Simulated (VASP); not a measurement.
Here is a VASP 6.6.1 calculation.

File INCAR:

```
PREC     = Accurate       # precision mode
ENCUT    = 520            # plane-wave cutoff, eV
EDIFF    = 1E-6           # SCF threshold, eV
ISMEAR   = -1             # smearing method
SIGMA    = 0.02           # smearing width, eV
LREAL    = False          # projectors in reciprocal space
LASPH    = True           # aspherical terms in the spheres
NELM     = 60             # most SCF steps
ALGO     = Normal         # electronic algorithm
ISIF     = 2              # what is computed and relaxed
LWAVE    = False          # write WAVECAR
LCHARG   = False          # write CHGCAR
GGA      = PS             # functional
NBANDS   = 15             # bands
```

KPOINTS

```
regular mesh
0
Gamma
  12 12 10
```

Contents of POSCAR:

```
TaN
1.0
    2.9379988584      0.0000000000      0.0000000000
   -1.4689994292      2.5443816477      0.0000000000
    0.0000000000      0.0000000000      2.9406600000
Ta N
1 1
Direct
    0.3333333333      0.6666666667      0.5000000000
    0.0000000000      0.0000000000      0.0000000000
```

Potentials or basis: VASP PAW PBE potentials, release 64 (Ta_pv, N).

Launch:

```bash
$ cat potpaw_PBE.64/Ta_pv/POTCAR potpaw_PBE.64/N/POTCAR > POTCAR
$ mpirun -np 1 vasp_std > vasp.out
```

**Question.** What does it give for the band gap on the k mesh?

**Answer.** Zero (band 8 reaches 8.15 eV, above the bottom of band 9 at 7.76 eV).

**Question.** Estimate the pressure.

**Answer.** -11.1 GPa.

Stress tensor (GPa, compression positive):
```
 -6.76   0.00   0.00
  0.00  -6.76   0.00
  0.00   0.00 -19.72
```

Caveat: the cell differs from its parent crystal (zz strain of +2 %); the PAW data sets were made with another functional, which shifts forces and pressure a little; spin-orbit coupling is left out, which moves the levels of the heavy elements.
